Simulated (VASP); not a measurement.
# Cu in VASP: single point with PBE

Aim: the single point of Cu with PBE.

Program: VASP 6.6.1. These are calculated values, not measurements. Logs are shortened: lines on timing, memory, paths and dates and some standing lists are left out, and cuts for length are marked.

### 1 The cell of the first run

The cell holds a slab with vacuum, 4 atoms: a = 2.567 Å, b = 2.567 Å, c = 20.287 Å, α = 90.00°, β = 90.00°, γ = 120.00°.

### 2 Single point, PBE

Input file INCAR:

```
SYSTEM = Cu
  ALGO = Normal
  EDIFF = 1E-6
  ENCUT = 520
  GGA = PE
  GGA_COMPAT = .False.
  ISIF = 2
  ISMEAR = -1
  LASPH = .True.
  LCHARG = .False.
  LREAL = .False.
  LWAVE = .False.
  NBANDS = 30
  NELM = 120
  NELMDL = -8
  PREC = Accurate
  SIGMA = 0.1
```

Input file KPOINTS:

```
k-points
0
Gamma
  8 8 1
  0 0 0
```

Input file POSCAR:

```
Cu
1.0
    2.5667980000      0.0000000000      0.0000000000
   -1.2833990000      2.2229120000      0.0000000000
    0.0000000000      0.0000000000     20.2873440000
Cu
4
Direct
    0.0000000000      0.0000000000      0.3450430000
    0.3333330000      0.6666670000      0.4483480000
    0.6666670000      0.3333330000      0.5516520000
    0.0000000000      0.0000000000      0.6549570000
```

Potentials or basis: VASP PAW PBE potentials, release 64 (Cu).

Launch:

```console
> cat potpaw_PBE.64/Cu/POTCAR > POTCAR
> mpirun -np 1 vasp_std > vasp.out
```

OUTCAR:

```text
SYSTEM = Cu
   EDIFF = 1E-6
   ENCUT = 520
   GGA = PE
   ISIF = 2
   ISMEAR = -1
   LASPH = .True.
   LREAL = .False.
   NELM = 120
   NELMDL = -8
   PREC = Accurate

 ion  position               nearest neighbor table
   1  0.000  0.000  0.345-   2 2.57   2 2.57   2 2.57
   2  0.333  0.667  0.448-   3 2.57   3 2.57   3 2.57   1 2.57   1 2.57   1 2.57
   3  0.667  0.333  0.552-   2 2.57   2 2.57   2 2.57   4 2.57   4 2.57   4 2.57
   4  0.000  0.000  0.655-   3 2.57   3 2.57   3 2.57

  LATTYP: Found a hexagonal cell.
 ALAT       =     2.5667980000
 C/A-ratio  =     7.9037555741

  Lattice vectors:

 A1 = (   2.5667980000,   0.0000000000,   0.0000000000)
 A2 = (  -1.2833990000,   2.2229120000,   0.0000000000)
 A3 = (   0.0000000000,   0.0000000000,  20.2873440000)

Analysis of symmetry for initial positions (statically):
=====================================================================
 Subroutine PRICEL returns:
 Original cell was already a primitive cell.

 Routine SETGRP: Setting up the symmetry group for a
 hexagonal supercell.

 Subroutine GETGRP returns: Found 12 space group operations
 (whereof 12 operations were pure point group operations)
 out of a pool of 24 trial point group operations.

The static configuration has the point symmetry D_3d.

Analysis of symmetry for dynamics (positions and initial velocities):
=====================================================================
 Subroutine PRICEL returns:
 Original cell was already a primitive cell.

 Routine SETGRP: Setting up the symmetry group for a
 hexagonal supercell.

 Subroutine GETGRP returns: Found 12 space group operations
 (whereof 12 operations were pure point group operations)
 out of a pool of 24 trial point group operations.

The dynamic configuration has the point symmetry D_3d.

 Subroutine INISYM returns: Found 12 space group operations
 (whereof 12 operations are pure point group operations),
 and found     1 'primitive' translations

----------------------------------------------------------------------------------------

                                     Primitive cell

  volume of cell :     115.7548

  direct lattice vectors                    reciprocal lattice vectors
     2.566798000  0.000000000  0.000000000     0.389590455  0.224930182  0.000000000
    -1.283399000  2.222912000  0.000000000     0.000000000  0.449860363  0.000000000
     0.000000000  0.000000000 20.287344000     0.000000000  0.000000000  0.049291815

  length of vectors
     2.566798000  2.566797762 20.287344000     0.449860322  0.449860363  0.049291815

  position of ions in fractional coordinates (direct lattice)
     0.000000000  0.000000000  0.345043000
     0.333333000  0.666667000  0.448348000
     0.666667000  0.333333000  0.551652000
     0.000000000  0.000000000  0.654957000

  ion indices of the primitive-cell ions
   primitive index   ion index
                 1           1
                 2           2
                 3           3
                 4           4

----------------------------------------------------------------------------------------

 KPOINTS: k-points

Automatic generation of k-mesh.
 Grid dimensions read from file:
 generate k-points for:    8    8    1

 Generating k-lattice:

  Cartesian coordinates                     Fractional coordinates (reciprocal lattice)
     0.048698807  0.028116273  0.000000000     0.125000000  0.000000000  0.000000000
     0.000000000  0.056232545  0.000000000     0.000000000  0.125000000  0.000000000
     0.000000000  0.000000000  0.049291815     0.000000000  0.000000000  1.000000000

  Length of vectors
     0.056232540  0.056232545  0.049291815

  Shift w.r.t. Gamma in fractional coordinates (k-lattice)
     0.000000000  0.000000000  0.000000000

 Subroutine IBZKPT returns following result:
 ===========================================

 Found     10 irreducible k-points:

 Following reciprocal coordinates:
            Coordinates               Weight
  0.000000  0.000000  0.000000      1.000000
  0.125000  0.000000  0.000000      6.000000
  0.250000  0.000000  0.000000      6.000000
  0.375000  0.000000  0.000000      6.000000
  0.500000  0.000000  0.000000      3.000000
  0.125000  0.125000  0.000000      6.000000
  0.250000  0.125000  0.000000     12.000000
  0.375000  0.125000  0.000000     12.000000
  0.250000  0.250000  0.000000      6.000000
  0.375000  0.250000  0.000000      6.000000
   k-points           NKPTS =     10   k-points in BZ     NKDIM =     10   number of bands    NBANDS=     30
   number of dos      NEDOS =    301   number of ions     NIONS =      4
   total plane-waves  NPLWV =  64000
   dimension x,y,z NGX =    20 NGY =   20 NGZ =  160
   dimension x,y,z NGXF=    40 NGYF=   40 NGZF=  320
   ions per type =               4
   NGX,Y,Z   is equivalent  to a cutoff of  12.95, 12.95, 13.11 a.u.
   NGXF,Y,Z  is equivalent  to a cutoff of  25.91, 25.91, 26.22 a.u.
 SYSTEM =  Cu
   PREC   = accura    normal or accurate (medium, high low for compatibility)
   ISTART =      0    job   : 0-new  1-cont  2-samecut
   ICHARG =      2    charge: 1-file 2-atom 10-const
   ISPIN  =      1    spin polarized calculation?
   LNONCOLLINEAR =      F non collinear calculations
   LSORBIT =      F    spin-orbit coupling
   LASPH  =      T    aspherical Exc in radial PAW
   ENCUT  =  520.0 eV  38.22 Ry    6.18 a.u.   4.77  4.77 37.72*2*pi/ulx,y,z
   NELM   =    120;   NELMIN=  2; NELMDL= -8     # of ELM steps
   EDIFF  = 0.1E-05   stopping-criterion for ELM
   LREAL  =      F    real-space projection
   EDIFFG = 0.1E-04   stopping-criterion for IOM
   NSW    =      0    number of steps for IOM
   IBRION =     -1    ionic relax: 0-MD 1-quasi-New 2-CG
   NFREE  =      0    steps in history (QN), initial steepest desc. (CG)
   ISIF   =      2    stress and relaxation
   ISYM   =      2    0-nonsym 1-usesym 2-fastsym
   POTIM  = 0.5000    time-step for ionic-motion
   TEBEG  =    0.0;   TEEND  =   0.0 temperature during run
   PSTRESS=    0.0 pullay stress
   NELECT =      44.0000    total number of electrons
   NUPDOWN=      -1.0000    fix difference up-down
   EMIN   =  10.00;   EMAX   =-10.00  energy-range for DOS
   EFERMI =   0.00;   METHOD = LEGACY
   ISMEAR =    -1;   SIGMA  =   0.10  broadening in eV -4-tet -1-fermi 0-gaus
   EFERMI_NEDOS =   21; number of points for ismear=-14 and -15
   IALGO  =     38    algorithm
   IMIX   =      4    mixing-type and parameters
     AMIX     =   0.40;   BMIX     =  1.00
     AMIX_MAG =   1.60;   BMIX_MAG =  1.00
  volume/ion in A,a.u.               =      28.94       195.29
  Fermi-wavevector in a.u.,A,eV,Ry     =   1.185894  2.241015 19.134491  1.406345
  Thomas-Fermi vector in A             =   2.322078
   LORBIT       =      0    0 simple, 1 ext, 2 COOP (PROOUT), +10 PAW based schemes
   GGA     = PE    functional components
   LHFCALC =     F    Hartree Fock is set to
   AEXX    =    0.0000 exact exchange contribution
   IVDW    =     0    specifies the selected vdW correction
   LEPSILON=     F    determine dielectric tensor
   LRPA    =     F    only Hartree local field effects (RPA)
 non-spin polarized calculation
  energy-cutoff  :      520.00
  volume of cell :      115.75
 maximum number of plane-waves:      3140
 NGX is ok and might be reduce to    20
   NGX =  9   NGY =  9   NGZ = 75

 number of electron      44.0000022 magnetization

 Free energy of the ion-electron system (eV)
  ---------------------------------------------------
  ext. energy  EPLUGINS =         0.00000000
  ---------------------------------------------------
  free energy    TOTEN  =       -13.94339983 eV

  energy without entropy =      -13.87908069  energy(sigma->0) =      -13.91124026

 E-fermi :   0.2843     XC(G=0):  -6.1292

 val. band max:        0.1830430883   @ k =   0.2500   0.2500   0.0000
 cond. band min:       0.4807217276   @ k =   0.3750   0.0000   0.0000
 fundamental gap:      0.2976786394
 Fermi energy:         0.2842600433

 k-point     1 :       0.0000    0.0000    0.0000
  band No.  band energies     occupation
      1      -8.4682      2.00000
      2      -7.2364      2.00000
      3      -5.5804      2.00000
      4      -4.7317      2.00000
      5      -2.7140      2.00000
      6      -2.6929      2.00000
[... 22 lines left out ...]
     29       6.4977      0.00000
     30       8.9790      0.00000

 k-point     2 :       0.1250    0.0000    0.0000
  band No.  band energies     occupation
      1      -7.9776      2.00000
      2      -6.7681      2.00000
      3      -5.1555      2.00000
      4      -4.4011      2.00000
      5      -2.9097      2.00000
      6      -2.8431      2.00000
[... 22 lines left out ...]
     29       6.8991      0.00000
     30       9.4504      0.00000

 k-point     3 :       0.2500    0.0000    0.0000
  band No.  band energies     occupation
      1      -6.6108      2.00000
      2      -5.5424      2.00000
      3      -4.2556      2.00000
      4      -3.7694      2.00000
      5      -3.3307      2.00000
      6      -3.0480      2.00000
[... 22 lines left out ...]
     29       8.1689      0.00000
     30      10.6971      0.00000

 k-point     4 :       0.3750    0.0000    0.0000
  band No.  band energies     occupation
      1      -4.9750      2.00000
      2      -4.4969      2.00000
      3      -4.0312      2.00000
      4      -3.7777      2.00000
      5      -3.6230      2.00000
      6      -3.3386      2.00000
[... 22 lines left out ...]
     29       9.0508      0.00000
     30       9.1631      0.00000

 k-point     5 :       0.5000    0.0000    0.0000
  band No.  band energies     occupation
      1      -4.4285      2.00000
      2      -4.3014      2.00000
      3      -3.9276      2.00000
      4      -3.8897      2.00000
      5      -3.8304      2.00000
      6      -3.4593      2.00000
[... 22 lines left out ...]
     29       9.1531      0.00000
     30       9.8109      0.00000

 k-point     6 :       0.1250    0.1250    0.0000
  band No.  band energies     occupation
      1      -7.0415      2.00000
      2      -5.9048      2.00000
      3      -4.4460      2.00000
      4      -3.8710      2.00000
      5      -3.1495      2.00000
      6      -3.0534      2.00000
[... 22 lines left out ...]
     29       7.7377      0.00000
     30      10.3873      0.00000

 k-point     7 :       0.2500    0.1250    0.0000
  band No.  band energies     occupation
      1      -5.4473      2.00000
      2      -4.6598      2.00000
      3      -3.9010      2.00000
      4      -3.5518      2.00000
      5      -3.3268      2.00000
      6      -3.2042      2.00000
[... 22 lines left out ...]
     29       9.4547      0.00000
     30       9.6008      0.00000

 k-point     8 :       0.3750    0.1250    0.0000
  band No.  band energies     occupation
      1      -4.3132      2.00000
      2      -4.1564      2.00000
      3      -3.8291      2.00000
      4      -3.7434      2.00000
      5      -3.5822      2.00000
      6      -3.3526      2.00000
[... 22 lines left out ...]
     29       9.3809      0.00000
     30      10.2520      0.00000

 k-point     9 :       0.2500    0.2500    0.0000
  band No.  band energies     occupation
      1      -4.1529      2.00000
      2      -3.9158      2.00000
      3      -3.7351      2.00000
      4      -3.4187      2.00000
      5      -3.3970      2.00000
      6      -3.1419      2.00000
[... 22 lines left out ...]
     29       8.4461      0.00000
     30       9.6652      0.00000

 k-point    10 :       0.3750    0.2500    0.0000
  band No.  band energies     occupation
      1      -3.7629      2.00000
      2      -3.7493      2.00000
      3      -3.5236      2.00000
      4      -3.4786      2.00000
      5      -3.3463      2.00000
      6      -3.2584      2.00000
[... 22 lines left out ...]
     29       8.1819      0.00000
     30       8.6718      0.00000

------------------------ aborting loop because EDIFF is reached ----------------------------------------

  FORCE on cell =-STRESS in cart. coord.  units (eV):
  Direction    XX          YY          ZZ          XY          YZ          ZX
  --------------------------------------------------------------------------------------
  -------------------------------------------------------------------------------------
  Total       -1.0553388     -1.0553385     -0.3773174      0.0000000      0.0000000      0.0000000
  in kB      -14.6070773    -14.6070737     -5.2224972      0.0000000      0.0000000      0.0000000
  external PRESSURE =     -11.4788827 kB  Pullay stress =       0.0000000 kB

 VOLUME and BASIS-vectors are now :
 -----------------------------------------------------------------------------
  energy-cutoff  :      520.00
  volume of cell :      115.75
      direct lattice vectors                 reciprocal lattice vectors
     2.566798000  0.000000000  0.000000000     0.389590455  0.224930182  0.000000000
    -1.283399000  2.222912000  0.000000000     0.000000000  0.449860363  0.000000000
     0.000000000  0.000000000 20.287344000     0.000000000  0.000000000  0.049291815

 POSITION                                       TOTAL-FORCE (eV/Angst)
 -----------------------------------------------------------------------------------
      0.00000      0.00000      7.00001         0.000000      0.000000      0.025246
     -0.00000      1.48194      9.09579         0.000000      0.000000      0.094349
      1.28340      0.74097     11.19155        -0.000000      0.000000     -0.094349
      0.00000      0.00000     13.28734         0.000000     -0.000000     -0.025246
 -----------------------------------------------------------------------------------
    total drift:                               -0.000000      0.000000      0.000000

  FREE ENERGIE OF THE ION-ELECTRON SYSTEM (eV)
  ---------------------------------------------------
  free  energy   TOTEN  =       -13.9433998253 eV

  energy  without entropy=      -13.8790806890  energy(sigma->0) =      -13.91124026
```

It took 27 s on 1 thread of Intel Xeon 6975P-C (Granite Rapids), shared host; peak memory 0.24 GiB.

What came out:

```yaml
Free_energy: -13.9434 eV
Largest_force: 0.094 eV/Å
Band_gap_on_the_k_mesh: zero (bands 22 and 23 overlap by 4.22 eV)
```

Forces on the atoms (eV/Å):
```
Cu   0.000  0.000  0.025
Cu   0.000  0.000  0.094
Cu   0.000  0.000 -0.094
Cu   0.000  0.000 -0.025
```
